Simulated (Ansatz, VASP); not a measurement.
## Al2O3: VASP beside Ansatz

The input INCAR:

```
SYSTEM = Al2O3
PREC     = Accurate       ! precision mode
ENCUT    = 520            ! plane-wave cutoff, eV
EDIFF    = 1E-6           ! SCF threshold, eV
ISMEAR   = 0              ! smearing method
SIGMA    = 0.05           ! smearing width, eV
LREAL    = .FALSE.        ! projectors in reciprocal space
LASPH    = .TRUE.         ! aspherical terms in the spheres
NELM     = 60             ! most SCF steps
ALGO     = Normal         ! electronic algorithm
ISIF     = 2              ! what is computed and relaxed
LWAVE    = .FALSE.        ! write WAVECAR
LCHARG   = .FALSE.        ! write CHGCAR
GGA      = PE             ! functional
NBANDS   = 35             ! bands
```

Contents of KPOINTS:

```
Automatic mesh
0
G
  6 6 6
  0 0 0
```

Contents of POSCAR:

```
Al2O3
1.0
    2.3058545897      1.3312857681      4.7543647167
   -2.3058545897      1.3312857681      4.7543647167
    0.0000000000     -2.6625715361      4.7543647167
Al O
4 6
Direct
    0.8445081524      0.8445081524      0.8445081524
    0.6554918476      0.6554918476      0.6554918476
    0.1554918476      0.1554918476      0.1554918476
    0.3445081524      0.3445081524      0.3445081524
    0.0561574040      0.4438425960      0.7500000000
    0.7500000000      0.0561574040      0.4438425960
    0.4438425960      0.7500000000      0.0561574040
    0.9438425960      0.5561574040      0.2500000000
    0.2500000000      0.9438425960      0.5561574040
    0.5561574040      0.2500000000      0.9438425960
```

Input for Ansatz:

```yaml
crystal:
  lattice:
    - [2.3058545897, 1.3312857681, 4.7543647167]
    - [-2.3058545897, 1.3312857681, 4.7543647167]
    - [0.0, -2.6625715361, 4.7543647167]
  atoms:
    - { symbol: Al, position: [0.8445081524, 0.8445081524, 0.8445081524] }
    - { symbol: Al, position: [0.6554918476, 0.6554918476, 0.6554918476] }
    - { symbol: Al, position: [0.1554918476, 0.1554918476, 0.1554918476] }
    - { symbol: Al, position: [0.3445081524, 0.3445081524, 0.3445081524] }
    - { symbol: O, position: [0.056157404, 0.443842596, 0.75] }
    - { symbol: O, position: [0.75, 0.056157404, 0.443842596] }
    - { symbol: O, position: [0.443842596, 0.75, 0.056157404] }
    - { symbol: O, position: [0.943842596, 0.556157404, 0.25] }
    - { symbol: O, position: [0.25, 0.943842596, 0.556157404] }
    - { symbol: O, position: [0.556157404, 0.25, 0.943842596] }
basis:
  ecutwfc: 520.0
kpoints:
  mp_grid: { grid: [6, 6, 6] }
hamiltonian:
  xc: pbe
  pseudopotentials: { kind: paw, azcp: { folder: soft_1 } }
scf:
  occupations: { method: gaussian, width: 0.05 }
output:
  forces: true
  stress: true
  eigenvalues: true
  write_density: true
  write_potential: true
  elf: true
  volumetric_format: npy
```

Alike in both runs: task single point; functional PBE; k mesh 6 × 6 × 6; occupations gaussian, width 0.05 eV; no spin polarisation.

|  | VASP | Ansatz |
| --- | --- | --- |
| version | VASP 6.6.1 | Ansatz 0.2.0 |
| potentials or method | VASP PAW PBE potentials, release 64 (Al, O), cutoff 520 eV | scalar-relativistic, plane waves, PAW |
| valence electrons in the cell | 48 | 48 |

```csv
,VASP,Ansatz,Ansatz less VASP
gap on the k mesh at the Fermi level (eV),5.12,5.13,+0.010
least direct gap on the mesh (eV),5.12,5.13,+0.010
pressure (GPa),1.5,1.5,+0.03
"traceless stress, the component that is largest in VASP (GPa)",-32.62,-32.63,-0.004
rms of the force components (eV/Å),0.450,0.446,-0.0048
```

Atom by atom the forces differ by 0.006 eV/Å (rms over components). The functional is the same, so the differences come from potentials, cutoffs and numerics.
